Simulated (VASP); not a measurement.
MnS: single point with LDA

The system is MnS.

```
CELL_PARAMETERS angstrom
0.00000 2.60450 2.60450
2.60450 0.00000 2.60450
2.60450 2.60450 0.00000
ATOMIC_POSITIONS crystal
Mn 0.00000 0.00000 0.00000
S 0.50000 0.50000 0.50000
```

| Property | Result |
| --- | --- |
| Program | VASP 6.6.1 |
| Task | single point |
| Functional | LDA |
| Potentials or basis | VASP PAW LDA potentials, release 64 (Mn_pv, S) |
| Cutoff | 520 eV |
| k mesh | 9 × 9 × 9 |
| Occupations | fermi-dirac, width 0.05 eV |
| Spin | collinear spin, ferromagnetic start |
| Starting moments | [4.0, 0.0] μB |
| Dipole correction | no |
| Further INCAR settings | ALGO = Normal; EDIFF = 1e-07; NBANDS = 20 |

| Item | Value |
| --- | --- |
| Pressure | -12.4 GPa |
| Net moment | 4.50 μB per cell |
| Site moments | Mn +4.06; S +0.09 μB |
| Valence electrons inside the program's atomic spheres | Mn 11.35; S 3.69 |

Levels at points of the mesh, in eV from the Fermi level:
Spin up:
```tsv
k point	band 9	band 10	band 11	band 12	band 13	band 14	band 15	band 16
(0.00, 0.00, 0.00)	-2.99	-1.82	-1.82	-1.82	1.75	8.69	8.69	8.69
```
Spin down:
```tsv
k point	band 4	band 5	band 6	band 7	band 8	band 9	band 10	band 11
(0.00, 0.00, 0.00)	-14.17	-1.57	-1.57	-1.57	0.04	0.04	0.04	0.16
```

It took 91 s on 1 thread of Intel(R) Xeon(R) Platinum 8375C CPU @ 2.90GHz (Ice Lake), with other jobs on the host, peak memory 0.16 GiB.

Caveat: a cell with one magnetic atom can't hold antiferromagnetic order, which such compounds often take; semilocal functionals often make such compounds metallic where correlation or magnetic order opens a gap, which also shifts bond lengths. With open d or f shells a metallic result of LDA can be an artefact of self-interaction; +U or a hybrid may open a gap.
